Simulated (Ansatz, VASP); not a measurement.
## CoSi: VASP beside Ansatz

```
Co Si
1.0
     4.35032    0.00000    0.00000
     0.00000    4.35032    0.00000
     0.00000    0.00000    4.35032
Co Si
4 4
Direct
  0.14569 0.14569 0.14569
  0.35431 0.85431 0.64569
  0.64569 0.35431 0.85431
  0.85431 0.64569 0.35431
  0.84308 0.84308 0.84308
  0.65692 0.15692 0.34308
  0.34308 0.65692 0.15692
  0.15692 0.34308 0.65692
```

Alike in both runs: functional LDA; k mesh 8 × 8 × 8; occupations gaussian, width 0.1 eV; no spin polarisation.

Ansatz relaxed the structure, and its values are those at the end. VASP's run is a single point on that final structure, the one shown.

|  | VASP | Ansatz |
| --- | --- | --- |
| version | VASP 6.6.1 | Ansatz 0.2.0 |
| potentials or method | VASP PAW LDA potentials, release 64 (Co, Si), cutoff 520 eV | scalar-relativistic, plane waves, PAW |
| valence electrons in the cell | 52 | 84 |

```tsv
	VASP	Ansatz	Ansatz less VASP
gap on the k mesh at the Fermi level (eV)	none	none	-
pressure (GPa)	0.4	0.0	-0.43
rms of the force components (eV/Å)	0.004	0.000	-0.0037
```

LDA's correlation is that of Perdew and Zunger in VASP and of Perdew and Wang (1992) in Ansatz. A gap of «none» marks a metal or a gap that the smearing closes. VASP's potentials hold 52 valence electrons a cell and Ansatz's 84, so a difference there can come from the potentials and not from the codes.
